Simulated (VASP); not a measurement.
# SiO2 (P6_422) in VASP: further runs

SiO2 is run at these levels: LDA; tasks: single point.

Program: VASP 6.6.1. These are calculated values, not measurements. Logs are shortened: lines on timing, memory, paths and dates and some standing lists are left out, and cuts for length are marked.

## 1. The cell of the first run

The structure is hexagonal, space group P6_422 (No. 181). The conventional cell has a = 5.190 Å, b = 5.190 Å, c = 5.525 Å, α = 90.00°, β = 90.00°, γ = 120.00°. Si (site symmetry 222) has 4 O at 1.64 Å within 2.2 Å. O (site symmetry 2) has 2 Si at 1.64 Å within 2.2 Å.

## 2. Single point, LDA (strain +0.030 along x and y, +0.000 along z)

Contents of INCAR:

```
PREC     = Accurate       # precision mode
ENCUT    = 520            # plane-wave cutoff, eV
EDIFF    = 1E-7           # SCF threshold, eV
ISMEAR   = 0              # smearing method
SIGMA    = 0.05           # smearing width, eV
LREAL    = False          # projectors in reciprocal space
LASPH    = True           # aspherical terms in the spheres
NELM     = 80             # most SCF steps
ALGO     = Normal         # electronic algorithm
ISIF     = 2              # what is computed and relaxed
LWAVE    = False          # write WAVECAR
LCHARG   = False          # write CHGCAR
GGA      = CA             # functional
NBANDS   = 34             # bands
```

Contents of KPOINTS:

```
Automatic mesh
0
Gamma
  6 6 4
```

Contents of POSCAR:

```
SiO2
1.0
    5.1898593420      0.0000000000      0.0000000000
   -2.5949296710      4.4945500322      0.0000000000
    0.0000000000      0.0000000000      5.5248549937
Si O
3 6
Direct
    0.0000000000      0.5000000000      0.3333333333
    0.5000000000      0.5000000000      0.6666666667
    0.5000000000      0.0000000000      0.0000000000
    0.5843949021      0.7921974511      0.8333333333
    0.7921974511      0.5843949021      0.5000000000
    0.7921974511      0.2078025489      0.1666666667
    0.4156050979      0.2078025489      0.8333333333
    0.2078025489      0.4156050979      0.5000000000
    0.2078025489      0.7921974511      0.1666666667
```

Potentials or basis: VASP PAW LDA potentials, release 64 (Si, O).

Run with:

```
$ cat potpaw_LDA.64/Si/POTCAR potpaw_LDA.64/O/POTCAR > POTCAR
$ mpirun -np 1 vasp_std > vasp.out
```

OUTCAR:

```text
PREC = Accurate
   ENCUT = 520
   EDIFF = 1E-7
   ISMEAR = 0
   LREAL = False
   LASPH = True
   NELM = 80
   ISIF = 2
   GGA = CA

 ion  position               nearest neighbor table
   1  0.000  0.500  0.333-   6 1.64   9 1.64   8 1.64   5 1.64
   2  0.500  0.500  0.667-   4 1.64   7 1.64   5 1.64   8 1.64
   3  0.500  0.000  0.000-   4 1.64   7 1.64   6 1.64   9 1.64
   4  0.584  0.792  0.833-   3 1.64   2 1.64
   5  0.792  0.584  0.500-   1 1.64   2 1.64
   6  0.792  0.208  0.167-   1 1.64   3 1.64
   7  0.416  0.208  0.833-   3 1.64   2 1.64
   8  0.208  0.416  0.500-   1 1.64   2 1.64
   9  0.208  0.792  0.167-   1 1.64   3 1.64

  LATTYP: Found a hexagonal cell.
 ALAT       =     5.1898593420
 C/A-ratio  =     1.0645481177

  Lattice vectors:

 A1 = (   5.1898593420,   0.0000000000,   0.0000000000)
 A2 = (  -2.5949296710,   4.4945500322,   0.0000000000)
 A3 = (   0.0000000000,   0.0000000000,   5.5248549937)

Analysis of symmetry for initial positions (statically):
=====================================================================
 Subroutine PRICEL returns:
 Original cell was already a primitive cell.

 Routine SETGRP: Setting up the symmetry group for a
 hexagonal supercell.

 Subroutine GETGRP returns: Found 12 space group operations
 (whereof  4 operations were pure point group operations)
 out of a pool of 24 trial point group operations.

The static configuration has the point symmetry D_2 .
 The point group associated with its full space group is D_6 .

Analysis of symmetry for dynamics (positions and initial velocities):
=====================================================================
 Subroutine PRICEL returns:
 Original cell was already a primitive cell.

 Routine SETGRP: Setting up the symmetry group for a
 hexagonal supercell.

 Subroutine GETGRP returns: Found 12 space group operations
 (whereof  4 operations were pure point group operations)
 out of a pool of 24 trial point group operations.

The dynamic configuration has the point symmetry D_2 .
 The point group associated with its full space group is D_6 .

 Subroutine INISYM returns: Found 12 space group operations
 (whereof  4 operations are pure point group operations),
 and found     1 'primitive' translations

----------------------------------------------------------------------------------------

                                     Primitive cell

  volume of cell :     128.8732

  direct lattice vectors                    reciprocal lattice vectors
     5.189859342  0.000000000  0.000000000     0.192683449  0.111245841  0.000000000
    -2.594929671  4.494550032  0.000000000     0.000000000  0.222491683  0.000000000
     0.000000000  0.000000000  5.524854994     0.000000000  0.000000000  0.181000226

  length of vectors
     5.189859342  5.189859342  5.524854994     0.222491683  0.222491683  0.181000226

  position of ions in fractional coordinates (direct lattice)
     0.000000000  0.500000000  0.333333333
     0.500000000  0.500000000  0.666666667
     0.500000000  0.000000000  0.000000000
     0.584394902  0.792197451  0.833333333
     0.792197451  0.584394902  0.500000000
     0.792197451  0.207802549  0.166666667
     0.415605098  0.207802549  0.833333333
     0.207802549  0.415605098  0.500000000
     0.207802549  0.792197451  0.166666667

  ion indices of the primitive-cell ions
   primitive index   ion index
                 1           1
                 2           2
                 3           3
                 4           4
                 5           5
                 6           6
                 7           7
                 8           8
                 9           9

----------------------------------------------------------------------------------------

 KPOINTS: Automatic mesh

Automatic generation of k-mesh.
 Grid dimensions read from file:
 generate k-points for:    6    6    4

 Generating k-lattice:

  Cartesian coordinates                     Fractional coordinates (reciprocal lattice)
     0.032113908  0.018540974  0.000000000     0.166666667  0.000000000  0.000000000
     0.000000000  0.037081947  0.000000000     0.000000000  0.166666667  0.000000000
     0.000000000  0.000000000  0.045250056     0.000000000  0.000000000  0.250000000

  Length of vectors
     0.037081947  0.037081947  0.045250056

  Shift w.r.t. Gamma in fractional coordinates (k-lattice)
     0.000000000  0.000000000  0.000000000

 Subroutine IBZKPT returns following result:
 ===========================================

 Found     21 irreducible k-points:

 Following reciprocal coordinates:
            Coordinates               Weight
  0.000000  0.000000  0.000000      1.000000
  0.166667 -0.000000  0.000000      6.000000
  0.333333 -0.000000  0.000000      6.000000
  0.500000 -0.000000  0.000000      3.000000
  0.166667  0.166667  0.000000      6.000000
  0.333333  0.166667  0.000000     12.000000
[... 13 lines left out ...]
  0.333333  0.166667  0.500000     12.000000
  0.333333  0.333333  0.500000      2.000000
   k-points           NKPTS =     21   k-points in BZ     NKDIM =     21   number of bands    NBANDS=     34
   number of dos      NEDOS =    301   number of ions     NIONS =      9
   total plane-waves  NPLWV =  67200
   dimension x,y,z NGX =    40 NGY =   40 NGZ =   42
   dimension x,y,z NGXF=    80 NGYF=   80 NGZF=   84
   ions per type =               3   6
   NGX,Y,Z   is equivalent  to a cutoff of  12.81, 12.81, 12.64 a.u.
   NGXF,Y,Z  is equivalent  to a cutoff of  25.63, 25.63, 25.28 a.u.
 SYSTEM =  unknown system
   PREC   = accura    normal or accurate (medium, high low for compatibility)
   ISTART =      0    job   : 0-new  1-cont  2-samecut
   ICHARG =      2    charge: 1-file 2-atom 10-const
   ISPIN  =      1    spin polarized calculation?
   LNONCOLLINEAR =      F non collinear calculations
   LSORBIT =      F    spin-orbit coupling
   LASPH  =      T    aspherical Exc in radial PAW
   ENCUT  =  520.0 eV  38.22 Ry    6.18 a.u.   9.65  9.65 10.27*2*pi/ulx,y,z
   NELM   =     80;   NELMIN=  2; NELMDL= -5     # of ELM steps
   EDIFF  = 0.1E-06   stopping-criterion for ELM
   LREAL  =      F    real-space projection
   EDIFFG = 0.1E-05   stopping-criterion for IOM
   NSW    =      0    number of steps for IOM
   IBRION =     -1    ionic relax: 0-MD 1-quasi-New 2-CG
   NFREE  =      0    steps in history (QN), initial steepest desc. (CG)
   ISIF   =      2    stress and relaxation
   ISYM   =      2    0-nonsym 1-usesym 2-fastsym
   POTIM  = 0.5000    time-step for ionic-motion
   TEBEG  =    0.0;   TEEND  =   0.0 temperature during run
   PSTRESS=    0.0 pullay stress
   NELECT =      48.0000    total number of electrons
   NUPDOWN=      -1.0000    fix difference up-down
   EMIN   =  10.00;   EMAX   =-10.00  energy-range for DOS
   EFERMI =   0.00;   METHOD = LEGACY
   ISMEAR =     0;   SIGMA  =   0.05  broadening in eV -4-tet -1-fermi 0-gaus
   EFERMI_NEDOS =   21; number of points for ismear=-14 and -15
   IALGO  =     38    algorithm
   IMIX   =      4    mixing-type and parameters
     AMIX     =   0.40;   BMIX     =  1.00
     AMIX_MAG =   1.60;   BMIX_MAG =  1.00
  volume/ion in A,a.u.               =      14.32        96.63
  Fermi-wavevector in a.u.,A,eV,Ry     =   1.177880  2.225870 18.876738  1.387401
  Thomas-Fermi vector in A             =   2.314219
   LORBIT       =      0    0 simple, 1 ext, 2 COOP (PROOUT), +10 PAW based schemes
   GGA     = CA    functional components
   LHFCALC =     F    Hartree Fock is set to
   AEXX    =    0.0000 exact exchange contribution
   IVDW    =     0    specifies the selected vdW correction
   LEPSILON=     F    determine dielectric tensor
   LRPA    =     F    only Hartree local field effects (RPA)
 non-spin polarized calculation
 Gauss-broadening in eV      SIGMA  =   0.05
  energy-cutoff  :      520.00
  volume of cell :      128.87
 maximum number of plane-waves:      3501
 NGX is ok and might be reduce to    40
   NGX = 19   NGY = 19   NGZ = 21

 number of electron      48.0000012 magnetization

 Free energy of the ion-electron system (eV)
  ---------------------------------------------------
  ext. energy  EPLUGINS =         0.00000000
  ---------------------------------------------------
  free energy    TOTEN  =       -77.58698913 eV

  energy without entropy =      -77.58698913  energy(sigma->0) =      -77.58698913

 E-fermi :   0.2141     XC(G=0):  -9.1185

 val. band max:       -0.0646153721   @ k =   0.5000  -0.0000   0.0000
 cond. band min:       5.0938464983   @ k =   0.0000   0.0000   0.0000
 fundamental gap:      5.1584618704
 Fermi energy:         0.2141422712

 k-point     1 :       0.0000    0.0000    0.0000
  band No.  band energies     occupation
      1     -18.9842      2.00000
      2     -17.5346      2.00000
      3     -17.5346      2.00000
      4     -17.0012      2.00000
      5     -16.9668      2.00000
      6     -16.9668      2.00000
[... 26 lines left out ...]
     33      12.0080      0.00000
     34      12.0080      0.00000

 k-point     2 :       0.1667   -0.0000    0.0000
  band No.  band energies     occupation
      1     -18.9133      2.00000
      2     -17.6500      2.00000
      3     -17.5385      2.00000
      4     -16.9894      2.00000
      5     -16.9672      2.00000
      6     -16.9616      2.00000
[... 26 lines left out ...]
     33      11.9091      0.00000
     34      12.4649      0.00000
[... 664 lines left out ...]
     33      10.5241      0.00000
     34      10.9120      0.00000

 k-point    21 :       0.3333    0.3333    0.5000
  band No.  band energies     occupation
      1     -18.5076      2.00000
      2     -17.8711      2.00000
      3     -17.8711      2.00000
      4     -16.9922      2.00000
      5     -16.9562      2.00000
      6     -16.9562      2.00000
[... 26 lines left out ...]
     33      10.8033      0.00000
     34      10.8287      0.00000

------------------------ aborting loop because EDIFF is reached ----------------------------------------

  FORCE on cell =-STRESS in cart. coord.  units (eV):
  Direction    XX          YY          ZZ          XY          YZ          ZX
  --------------------------------------------------------------------------------------
  -------------------------------------------------------------------------------------
  Total       -8.1839125     -8.1839125     -6.4013643      0.0000000     -0.0000000     -0.0000000
  in kB     -101.7440144   -101.7440144    -79.5830231      0.0000000     -0.0000000     -0.0000000
  external PRESSURE =     -94.3570173 kB  Pullay stress =       0.0000000 kB

 VOLUME and BASIS-vectors are now :
 -----------------------------------------------------------------------------
  energy-cutoff  :      520.00
  volume of cell :      128.87
      direct lattice vectors                 reciprocal lattice vectors
     5.189859342  0.000000000  0.000000000     0.192683449  0.111245841  0.000000000
    -2.594929671  4.494550032  0.000000000     0.000000000  0.222491683  0.000000000
     0.000000000  0.000000000  5.524854994     0.000000000  0.000000000  0.181000226

 POSITION                                       TOTAL-FORCE (eV/Angst)
 -----------------------------------------------------------------------------------
     -1.29746      2.24728      1.84162        -0.000000      0.000000      0.000000
      1.29746      2.24728      3.68324        -0.000000      0.000000     -0.000000
      2.59493      0.00000      0.00000        -0.000000      0.000000      0.000000
      0.97723      3.56057      4.60405        -0.397069     -0.229248     -0.000000
      2.59493      2.62659      2.76243        -0.000000     -0.458495      0.000000
      3.57216      0.93398      0.92081        -0.397069      0.229248      0.000000
      1.61770      0.93398      4.60405         0.397069      0.229248     -0.000000
     -0.00000      1.86796      2.76243        -0.000000      0.458495      0.000000
     -0.97723      3.56057      0.92081         0.397069     -0.229248      0.000000
 -----------------------------------------------------------------------------------
    total drift:                               -0.000000      0.000000     -0.000001

  FREE ENERGIE OF THE ION-ELECTRON SYSTEM (eV)
  ---------------------------------------------------
  free  energy   TOTEN  =       -77.5869891265 eV

  energy  without entropy=      -77.5869891265  energy(sigma->0) =      -77.58698913
```

Wall time 45 s (1 thread of Intel Xeon 6975P-C (Granite Rapids), shared host); peak memory 0.22 GiB.

What came out:

```
Free energy            : -77.5870 eV
Pressure               : -9.4 GPa
Largest force          : 0.458 eV/Å
Band gap on the k mesh : 5.16 eV (least direct gap 5.40 eV)
```

Forces in eV/Å, atoms in the order of the input:
```
Si   0.000  0.000  0.000
Si   0.000  0.000  0.000
Si   0.000  0.000  0.000
O   -0.397 -0.229  0.000
O    0.000 -0.458  0.000
O   -0.397  0.229  0.000
O    0.397  0.229  0.000
O    0.000  0.458  0.000
O    0.397 -0.229  0.000
```

Caveat: the cell differs from its parent crystal (strain +0.030 along x and y, +0.000 along z); the cell stands under tension. A k mesh can miss the band edges.

## 3. Single point, LDA (strain +0.015 along x and y, +0.030 along z)

Contents of INCAR:

```
ALGO = Normal
EDIFF = 1E-6
ENCUT = 520
GGA = CA
ISIF = 2
ISMEAR = 0
LASPH = True
LCHARG = False
LREAL = False
LWAVE = False
NBANDS = 34
NELM = 100
PREC = Accurate
SIGMA = 0.05
```

Contents of KPOINTS:

```
k-points
0
Gamma
  6 6 4
```

POSCAR, as its differences from that of step 2:

```diff
@@ -2,5 +2,5 @@
 1.0
-    5.1898593420      0.0000000000      0.0000000000
-   -2.5949296710      4.4945500322      0.0000000000
-    0.0000000000      0.0000000000      5.5248549937
+    5.1142788662      0.0000000000      0.0000000000
+   -2.5571394331      4.4290954201      0.0000000000
+    0.0000000000      0.0000000000      5.6906006435
 Si O
```

Potentials or basis: VASP PAW LDA potentials, release 64 (Si, O).

Run with:

```
$ cat potpaw_LDA.64/Si/POTCAR potpaw_LDA.64/O/POTCAR > POTCAR
$ mpirun -np 1 vasp_std > vasp.out
```

Wall time 42 s (1 thread of Intel Xeon 6975P-C (Granite Rapids), shared host); peak memory 0.22 GiB.

It converged, with:

```
Free energy            : -77.5980 eV
Pressure               : -9.5 GPa
Largest force          : 0.410 eV/Å
Band gap on the k mesh : 5.14 eV (least direct gap 5.29 eV)
```

Forces on the atoms (eV/Å):
```
Si   0.000  0.000  0.000
Si   0.000  0.000  0.000
Si   0.000  0.000  0.000
O   -0.355 -0.205  0.000
O    0.000 -0.410  0.000
O   -0.355  0.205  0.000
O    0.355  0.205  0.000
O    0.000  0.410  0.000
O    0.355 -0.205  0.000
```

Stress tensor (GPa, compression positive):
```
 -9.08   0.00   0.00
  0.00  -9.08   0.00
  0.00   0.00 -10.29
```

Levels at points of the mesh, in eV from the valence-band top:
| k point | band 21 | band 22 | band 23 | band 24 | band 25 | band 26 | band 27 | band 28 |
| --- | --- | --- | --- | --- | --- | --- | --- | --- |
| (0.00, 0.00, 0.00) | -0.98 | -0.45 | -0.45 | -0.15 | 5.14 | 8.42 | 8.42 | 8.67 |
| (0.50, 0.00, 0.00) | -1.11 | -0.97 | -0.36 | -0.01 | 7.17 | 7.98 | 9.04 | 9.10 |
| (0.00, 0.00, 0.50) | -1.09 | -0.33 | 0.00 | 0.00 | 6.93 | 6.93 | 7.95 | 9.17 |
| (0.50, 0.00, 0.50) | -0.89 | -0.73 | -0.71 | -0.32 | 7.79 | 8.36 | 8.69 | 8.87 |

Caveat: the cell differs from its parent crystal (strain +0.015 along x and y, +0.030 along z); the cell stands under tension.
